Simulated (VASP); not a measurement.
# Cr (Pm-3m) in VASP: notebook

The runs below take Cr through relaxation of cell and atoms, with LDA.

Everything below comes from runs of VASP 6.6.1. Logs are shortened: lines on timing, memory, paths and dates and some standing lists are left out, and cuts for length are marked.

### 1 The cell of the first run

It takes space group Pm-3m (No. 221, cubic). The conventional cell has a = 2.006 Å, b = 2.006 Å, c = 2.006 Å, α = 90.00°, β = 90.00°, γ = 90.00°. Cr (site symmetry m-3m) has 6 Cr at 2.01 Å within 2.7 Å.

This isn't the form of Cr at room conditions, which is bcc.

### 2 Relaxation of cell and atoms, LDA, collinear spin, ferromagnetic start, target pressure 190 GPa, at which the enthalpy is minimised

File INCAR:

```
SYSTEM = Cr
PREC = Accurate
ENCUT = 600
EDIFF = 1E-6
ISMEAR = -1
SIGMA = 0.1
LREAL = .FALSE.
LASPH = .TRUE.
NELM = 150
ALGO = Normal
ISIF = 3
LWAVE = .FALSE.
LCHARG = .FALSE.
ISPIN = 2
MAGMOM = 2
LORBIT = 11
LMAXMIX = 4
IBRION = 2
NSW = 32
EDIFFG = -0.005
PSTRESS = 1900.0
```

File KPOINTS:

```
Automatic mesh
0
G
  19 19 19
  0 0 0
```

File POSCAR:

```
Cr
1.0
    2.0055397456      0.0000000000      0.0000000000
    0.0000000000      2.0055397456      0.0000000000
    0.0000000000      0.0000000000      2.0055397456
Cr
1
Direct
    0.0000000000      0.0000000000      0.0000000000
```

Potentials or basis: VASP PAW LDA potentials, release 64 (Cr_pv).

On the command line:

```sh
$ cat potpaw_LDA.64/Cr_pv/POTCAR > POTCAR
$ mpirun -np 1 vasp_std > vasp.out
```

OUTCAR:

```text
SYSTEM = Cr
   PREC = Accurate
   ENCUT = 600
   EDIFF = 1E-6
   ISMEAR = -1
   LREAL = .FALSE.
   LASPH = .TRUE.
   NELM = 150
   ISIF = 3
   ISPIN = 2
   LORBIT = 11
   IBRION = 2
   NSW = 32
   EDIFFG = -0.005
   PSTRESS = 1900.0

 ion  position               nearest neighbor table
   1  0.000  0.000  0.000-

  LATTYP: Found a simple cubic cell.
 ALAT       =     2.0055397456

  Lattice vectors:

 A1 = (   2.0055397456,   0.0000000000,   0.0000000000)
 A2 = (   0.0000000000,   2.0055397456,   0.0000000000)
 A3 = (   0.0000000000,   0.0000000000,   2.0055397456)

Analysis of symmetry for initial positions (statically):
=====================================================================
 Subroutine PRICEL returns:
 Original cell was already a primitive cell.

 Routine SETGRP: Setting up the symmetry group for a
 simple cubic supercell.

 Subroutine GETGRP returns: Found 48 space group operations
 (whereof 48 operations were pure point group operations)
 out of a pool of 48 trial point group operations.

The static configuration has the point symmetry O_h .

Analysis of symmetry for dynamics (positions and initial velocities):
=====================================================================
 Subroutine PRICEL returns:
 Original cell was already a primitive cell.

 Routine SETGRP: Setting up the symmetry group for a
 simple cubic supercell.

 Subroutine GETGRP returns: Found 48 space group operations
 (whereof 48 operations were pure point group operations)
 out of a pool of 48 trial point group operations.

The dynamic configuration has the point symmetry O_h .

Analysis of structural, dynamic, and magnetic symmetry:
=====================================================================
 Subroutine PRICEL returns:
 Original cell was already a primitive cell.

 Routine SETGRP: Setting up the symmetry group for a
 simple cubic supercell.

 Subroutine GETGRP returns: Found 48 space group operations
 (whereof 48 operations were pure point group operations)
 out of a pool of 48 trial point group operations.

The overall configuration has the point symmetry O_h .

 Subroutine INISYM returns: Found 48 space group operations
 (whereof 48 operations are pure point group operations),
 and found     1 'primitive' translations

----------------------------------------------------------------------------------------

                                     Primitive cell

  volume of cell :       8.0667

  direct lattice vectors                    reciprocal lattice vectors
     2.005539746  0.000000000  0.000000000     0.498618889  0.000000000  0.000000000
     0.000000000  2.005539746  0.000000000     0.000000000  0.498618889  0.000000000
     0.000000000  0.000000000  2.005539746     0.000000000  0.000000000  0.498618889

  length of vectors
[... 102 lines left out ...]
  Fermi-wavevector in a.u.,A,eV,Ry     =   1.868834  3.531583 47.518880  3.492539
  Thomas-Fermi vector in A             =   2.915004
   LORBIT       =     11    0 simple, 1 ext, 2 COOP (PROOUT), +10 PAW based schemes
   GGA     = CA    functional components
   LHFCALC =     F    Hartree Fock is set to
   AEXX    =    0.0000 exact exchange contribution
   IVDW    =     0    specifies the selected vdW correction
   LEPSILON=     F    determine dielectric tensor
   LRPA    =     F    only Hartree local field effects (RPA)
 conjugate gradient relaxation of ions
 spin polarized calculation
  energy-cutoff  :      600.00
  volume of cell :        8.07
 maximum number of plane-waves:       286
   NGX =  9   NGY =  9   NGZ =  9

--------------------------------------- Ionic step        1  -------------------------------------------

 number of electron      11.9999995 magnetization       0.0001526

 number of electron      11.9999995 magnetization      -0.0003068

 Free energy of the ion-electron system (eV)
  ---------------------------------------------------
  ext. energy  EPLUGINS =         0.00000000
  ---------------------------------------------------
  free energy    TOTEN  =        -7.89068059 eV

  energy without entropy =       -7.86121188  energy(sigma->0) =       -7.87594623

------------------------ aborting loop because EDIFF is reached ----------------------------------------

  FORCE on cell =-STRESS in cart. coord.  units (eV):
  Direction    XX          YY          ZZ          XY          YZ          ZX
  --------------------------------------------------------------------------------------
  -------------------------------------------------------------------------------------
  Total       10.1577389     10.1577389     10.1577389      0.0000000      0.0000000     -0.0000000
  in kB     2017.5012272   2017.5012272   2017.5012272      0.0000000      0.0000000     -0.0000000
  external PRESSURE =     117.5012272 kB  Pullay stress =    1900.0000000 kB
[... 104 lines left out ...]
 number of electron      11.9999990 magnetization       0.0000004

 number of electron      11.9999990 magnetization      -0.0000004

 Free energy of the ion-electron system (eV)
  ---------------------------------------------------
  ext. energy  EPLUGINS =         0.00000000
  ---------------------------------------------------
  free energy    TOTEN  =        -8.01864827 eV

  energy without entropy =       -7.98880332  energy(sigma->0) =       -8.00372579

 E-fermi :  16.6908     XC(G=0): -15.9926

 val. band max:       16.6734021447   @ k =   0.4211   0.3158   0.1053
 cond. band min:      16.7187517697   @ k =   0.4737   0.0000   0.0000
 fundamental gap:      0.0453496250
 Fermi energy:        16.6907911745

 spin component 1

 k-point     1 :       0.0000    0.0000    0.0000
  band No.  band energies     occupation
      1     -24.7141      1.00000
      2     -24.7141      1.00000
      3     -24.7141      1.00000
      4       8.1996      1.00000
      5      10.9985      1.00000
      6      10.9985      1.00000
      7      21.0190      0.00000
      8      21.0190      0.00000
      9      21.0190      0.00000
     10      22.8460      0.00000
     11      42.7115      0.00000
[... 310 lines left out ...]
  band No.  band energies     occupation
      1     -27.2613      1.00000
      2     -24.8632      1.00000
      3     -24.4370      1.00000
      4      11.6104      1.00000
      5      12.4237      1.00000
      6      14.9160      1.00000
      7      18.2947      0.00000
      8      18.4677      0.00000
      9      20.8515      0.00000
     10      22.8375      0.00000
     11      32.1245      0.00000

 [... further k-points ...]

 spin component 2

 k-point     1 :       0.0000    0.0000    0.0000
  band No.  band energies     occupation
      1     -24.7141      1.00000
      2     -24.7141      1.00000
      3     -24.7141      1.00000
      4       8.1996      1.00000
      5      10.9985      1.00000
      6      10.9986      1.00000
      7      21.0190      0.00000
      8      21.0190      0.00000
      9      21.0190      0.00000
     10      22.8460      0.00000
     11      42.7115      0.00000
[... 354 lines left out ...]
  energy  without entropy=       -7.9888033179  energy(sigma->0) =       -8.00372579

  enthalpy is  TOTEN    =         1.6715340503 eV   P V=        9.6901823172

 reached required accuracy - stopping structural energy minimisation

 total charge

# of ion       s       p       d       tot
------------------------------------------
    1        0.543   6.548   5.198  12.289

 magnetization (x)

# of ion       s       p       d       tot
------------------------------------------
    1        0.000  -0.000   0.000   0.000
```

OSZICAR:

```text
N       E                     dE             d eps       ncg     rms          rms(c)
DAV:   1     0.812742098279E+02    0.81274E+02   -0.78062E+03  9811   0.156E+03
DAV:   2    -0.670241953258E+01   -0.87977E+02   -0.83735E+02  9758   0.327E+02
[... 27 lines left out ...]
DAV:   7    -0.802118858607E+01    0.28883E-06   -0.27434E-07  5041   0.912E-03
   3 F= 0.16715363E+01 E0= 0.16864625E+01  d E =-.392547E-02  mag=    -0.0000
       N       E                     dE             d eps       ncg     rms          rms(c)
DAV:   1    -0.801865817371E+01    0.25307E-02   -0.20477E-04  9767   0.273E-01    0.346E-02
DAV:   2    -0.801864874682E+01    0.94269E-05   -0.24090E-05  9833   0.827E-02    0.543E-03
DAV:   3    -0.801864826697E+01    0.47985E-06   -0.39963E-07  4861   0.933E-03
   4 F= 0.16715341E+01 E0= 0.16864565E+01  d E =-.392769E-02  mag=     0.0000
```

CONTCAR:

```text
Cr
   1.00000000000000
     2.0141708663177837    0.0000000000000000   -0.0000000000000000
     0.0000000000000000    2.0141708663177842    0.0000000000000000
    -0.0000000000000000    0.0000000000000000    2.0141708663177842
  Cr
     1
Direct
     0.0000000000000000    0.0000000000000000    0.0000000000000000

  0.00000000E+00  0.00000000E+00  0.00000000E+00
```

It took 27 s on 1 thread of Intel Xeon Platinum 8488C (Sapphire Rapids), shared host; peak memory 0.15 GiB.

Results:

```
Free energy                                                : -8.0186 eV
Relaxed volume                                             : 8.17 Å³/atom
Relaxed cell                                               : a = 2.014 Å, b = 2.014 Å, c = 2.014 Å, α = 90.00°, β = 90.00°, γ = 90.00°
Space group after relaxing (to 0.1 Å)                      : Pm-3m (No. 221)
Energy change on relaxing (the run minimises the enthalpy) : -128.0 meV/atom
Ionic steps                                                : 4
Pressure after relaxing                                    : 190.1 GPa
Band gap on the k mesh                                     : zero (filled and empty bands overlap)
Net moment                                                 : 0.00 μB per cell
```

The path:
| step | energy change (eV) | largest force (eV/Å) | pressure (GPa) | volume (Å³) |
| --- | --- | --- | --- | --- |
| 1 | 0.0000 | 0.0000 | 201.75 | 8.07 |
| 2 | -0.7298 | 0.0000 | 131.40 | 8.78 |
| 3 | -0.1305 | 0.0000 | 189.85 | 8.17 |
| 4 | -0.1280 | 0.0000 | 190.08 | 8.17 |

Final structure:
```xyz
1
Lattice="2.0142 0.0000 0.0000 0.0000 2.0142 0.0000 0.0000 0.0000 2.0142" Properties=species:S:1:pos:R:3 pbc="T T T"
Cr    0.0000    0.0000    0.0000
```

Caveat: the cell is relaxed towards a set pressure, so the run minimises the enthalpy, not the energy; the moments typed at the start vanished in this run.

### 3 Relaxation of cell and atoms, LDA, collinear spin, ferromagnetic start, target pressure 190 GPa, at which the enthalpy is minimised

This run uses another cell than the first one, of 8.11 Å³/atom.

Changes to INCAR since step 2:

```diff
@@ -3,3 +3,3 @@
 ENCUT = 600
-EDIFF = 1E-6
+EDIFF = 1E-7
 ISMEAR = -1
@@ -17,4 +17,5 @@
 LMAXMIX = 4
+GGA = CA
 IBRION = 2
-NSW = 32
+NSW = 60
 EDIFFG = -0.005
```

File KPOINTS:

```
regular mesh
0
G
  19 19 19
  0 0 0
```

File POSCAR:

```
Cr
1.0
    2.0094255719      0.0000000000      0.0000000000
    0.0000000000      2.0094255719      0.0000000000
    0.0000000000      0.0000000000      2.0094255719
Cr
1
Direct
    0.0000000000      0.0000000000      0.0000000000
```

Potentials or basis: VASP PAW LDA potentials, release 64 (Cr_pv).

On the command line:

```sh
$ cat potpaw_LDA.64/Cr_pv/POTCAR > POTCAR
$ mpirun -np 1 vasp_std > vasp.out
```

It took 31 s on 1 thread of Intel Xeon Platinum 8488C (Sapphire Rapids), shared host; peak memory 0.15 GiB.

It converged, with:

| Property | Result |
| --- | --- |
| Free energy | -8.0182 eV |
| Relaxed volume | 8.17 Å³/atom |
| Relaxed cell | a = 2.014 Å, b = 2.014 Å, c = 2.014 Å, α = 90.00°, β = 90.00°, γ = 90.00° |
| Space group after relaxing (to 0.1 Å) | Pm-3m (No. 221) |
| Energy change on relaxing (the run minimises the enthalpy) | -69.0 meV/atom |
| Ionic steps | 4 |
| Pressure after relaxing | 190.0 GPa |
| Band gap on the k mesh | zero (filled and empty bands overlap) |
| Net moment | 0.00 μB per cell |

The path:
| step | energy change (eV) | largest force (eV/Å) | pressure (GPa) | volume (Å³) |
| --- | --- | --- | --- | --- |
| 1 | 0.0000 | 0.0000 | 196.55 | 8.11 |
| 2 | -0.4326 | 0.0000 | 154.92 | 8.51 |
| 3 | -0.0704 | 0.0000 | 189.89 | 8.17 |
| 4 | -0.0690 | 0.0000 | 189.98 | 8.17 |

Final structure:
```
CELL_PARAMETERS angstrom
2.01414 0.00000 0.00000
0.00000 2.01414 0.00000
0.00000 0.00000 2.01414
ATOMIC_POSITIONS crystal
Cr 0.00000 0.00000 0.00000
```

Levels at points of the mesh, in eV from the Fermi level:
Spin up:
| k point | band 4 | band 5 | band 6 | band 7 | band 8 | band 9 |
| --- | --- | --- | --- | --- | --- | --- |
| (0.00, 0.00, 0.00) | -8.49 | -5.69 | -5.69 | 4.33 | 4.33 | 4.33 |
Spin down:
| k point | band 3 | band 4 | band 5 | band 6 | band 7 | band 8 | band 9 | band 10 |
| --- | --- | --- | --- | --- | --- | --- | --- | --- |
| (0.00, 0.00, 0.00) | -41.40 | -8.49 | -5.69 | -5.69 | 4.33 | 4.33 | 4.33 | 6.15 |

Caveat: the cell is relaxed towards a set pressure, so the run minimises the enthalpy, not the energy; the moments typed at the start vanished in this run.

The gap in the log of VASP goes by the Fermi energy; the results here count the filled bands.